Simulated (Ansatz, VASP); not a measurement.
## One calculation of GaSb, two programs

INCAR

```
PREC = Accurate
ENCUT = 520
EDIFF = 1E-6
ISMEAR = 0
SIGMA = 0.15
LREAL = F
LASPH = T
NELM = 60
ALGO = Normal
ISIF = 2
LWAVE = F
LCHARG = T
GGA = PE
LELF = T
LVHAR = T
NBANDS = 16
```

The input KPOINTS:

```
regular mesh
0
Gamma
  18 18 18
```

Contents of POSCAR:

```
GaSb
1.0
   -1.5774206602      2.6180129427      2.9087745088
    1.5774206602     -2.6180129427      2.9087745088
    1.5774206602      2.6180129427     -2.9087745088
Ga Sb
1 1
Direct
    0.0000000000      0.0000000000      0.0000000000
    0.5000000000      0.5000000000      0.0000000000
```

Input for Ansatz:

```yaml
crystal:
  lattice:
    - [-1.5774206602, 2.6180129427, 2.9087745088]
    - [1.5774206602, -2.6180129427, 2.9087745088]
    - [1.5774206602, 2.6180129427, -2.9087745088]
  atoms:
    - { symbol: Ga, position: [0.0, 0.0, 0.0] }
    - { symbol: Sb, position: [0.5, 0.5, 0.0] }
basis:
  ecutwfc: 420
kpoints:
  mp_grid: { grid: [18, 18, 18] }
hamiltonian:
  xc: pbe
  pseudopotentials: { kind: paw, azcp: { folder: soft_1 } }
scf:
  occupations: { method: gaussian, width: 0.15 }
output:
  forces: true
  stress: true
  eigenvalues: true
```

Change from the starting cell: volume 24.025 Å^3 an atom, stretch along a over the lengths across it, relative to the relaxed cell 0.9736.

Alike in both runs: task single point; functional PBE; k mesh 18 × 18 × 18; occupations gaussian, width 0.15 eV; no spin polarisation.

|  | VASP | Ansatz |
| --- | --- | --- |
| version | VASP 6.6.1 | Ansatz 0.2.0 |
| potentials or method | VASP PAW PBE potentials, release 64 (Ga_d, Sb), cutoff 520 eV | scalar-relativistic, plane waves, PAW |
| valence electrons in the cell | 18 | 28 |

Ansatz gave:

| Property | Result |
| --- | --- |
| gap on the k mesh at the Fermi level (eV) | none |
| pressure (GPa) | 0.0 |
| traceless stress, the component that is largest in VASP (GPa) | -1.16 |

Task: What did VASP give for the same quantities?

Result: gap on the k mesh at the Fermi level (eV): none; pressure (GPa): 0.0; traceless stress, the component that is largest in VASP (GPa): -1.13.

A gap of «none» marks a metal or a gap that the smearing closes. The functional is the same, so the differences come from potentials, cutoffs and numerics. VASP's potentials hold 18 valence electrons a cell and Ansatz's 28, so a difference there can come from the potentials and not from the codes.

Spin-orbit coupling is off throughout.
